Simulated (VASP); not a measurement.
## P: single point with PBE+D3(BJ)

The system is P, a slab with vacuum.

```
CELL_PARAMETERS angstrom
3.29619 0.00000 0.00000
0.00000 4.66111 0.00000
0.00000 0.00000 30.33671
ATOMIC_POSITIONS crystal
P 0.50000 0.91002 0.46550
P 0.00000 0.58998 0.46550
P 0.50000 0.08998 0.53450
P 0.00000 0.41002 0.53450
```

This cell differs from its parent crystal: strain along y +0.050, then relaxed in part.

```
Program             : VASP 6.6.1
Task                : single point
Functional          : PBE
Dispersion          : D3(BJ)
Potentials or basis : VASP PAW PBE potentials, release 64 (P)
Cutoff              : 520 eV
k mesh              : 10 × 8 × 1
Occupations         : gaussian, width 0.02 eV
Spin                : no spin polarisation
```

- Largest force: 0.049 eV/Å
- Band gap on the k mesh: 0.98 eV
- Dispersion energy per atom: -0.235 eV

Forces on the atoms (eV/Å):
```
P    0.000 -0.033  0.036
P    0.000  0.033  0.036
P    0.000  0.033 -0.036
P    0.000 -0.033 -0.036
```

Levels at points of the mesh, in eV from the valence-band top:
| k point | band 7 | band 8 | band 9 | band 10 | band 11 | band 12 | band 13 | band 14 |
| --- | --- | --- | --- | --- | --- | --- | --- | --- |
| (0.00, 0.00, 0.00) | -3.25 | -1.67 | -1.60 | 0.00 | 0.98 | 1.71 | 2.73 | 3.29 |
| (0.50, 0.00, 0.00) | -2.69 | -2.69 | -1.91 | -1.91 | 1.25 | 1.25 | 2.23 | 2.23 |
| (0.00, 0.50, 0.00) | -2.47 | -2.47 | -1.32 | -1.32 | 2.16 | 2.16 | 3.69 | 3.69 |
| (0.50, 0.50, 0.00) | -4.51 | -4.51 | -1.05 | -1.05 | 2.43 | 2.43 | 3.74 | 3.74 |

It took 3.7 min on 1 thread of Intel(R) Xeon(R) 6975P-C (Granite Rapids), with other jobs on the host, peak memory 0.62 GiB.

Caveat: the cell differs from its parent crystal (strain along y +0.050, then relaxed in part).
